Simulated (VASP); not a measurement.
Runs of VASP 6.6.1 on Hf. The structure is that of space group P6_3/mmc (No. 194), or close to it. The cells are those of the table. 

```tsv
task	cell	k mesh	cutoff (eV)	gap on the mesh (eV)	pressure (GPa)	relaxed volume (Å³/atom)
relaxation of cell and atoms	relaxed from a = 4.909, b = 4.909, c = 4.813 Å, angles 90.0, 90.0, 120.0°, 4 atoms	6 × 6 × 4	600	none	0.1	(a)
single point	a = 4.909, b = 4.909, c = 4.813 Å, angles 90.0, 90.0, 120.0°, 4 atoms	6 × 6 × 2	520	none	-0.2	-
single point	a = 4.911, b = 4.911, c = 4.872 Å, angles 90.0, 90.0, 120.0°, 4 atoms	12 × 12 × 10	520	none	-0.4	-
single point	a = 3.440, b = 3.440, c = 9.369 Å, angles 90.0, 90.0, 120.0°, 4 atoms	6 × 6 × 2	520	none	88.5	-
relaxation of cell and atoms	relaxed from a = 3.440, b = 3.440, c = 9.369 Å, angles 90.0, 90.0, 120.0°, 4 atoms	6 × 6 × 2	600	none	-0.2	25.08
single point	a = 4.902, b = 4.902, c = 4.944 Å, angles 90.0, 90.0, 120.0°, 4 atoms	6 × 6 × 4	520	none	-0.4	-
```

Alike in all rows: level PBEsol; potentials or basis VASP PAW PBE potentials, release 64 (Hf_pv); no spin polarisation; smearing gaussian 0.1 eV.

**Question.** Estimate the missing entries.

**Answer.** (a) 25.54.

Caveats: some runs use coarse meshes; the PAW data sets were made with another functional, which shifts forces and pressure a little; spin-orbit coupling is left out, which moves the levels of the heavy elements; atoms lie so close that the PAW spheres overlap strongly, which falsifies energies and pressures (at least some runs); the stress differs along the axes, from -8 to 137 GPa (at least some runs); a cell axis changed by over 15 % at a fixed basis, so the end point is rough (at least some runs).

A k mesh can miss the band edges, and the runs leave out spin-orbit coupling on Hf.

A gap of «none» marks levels without a gap at the run's occupations.
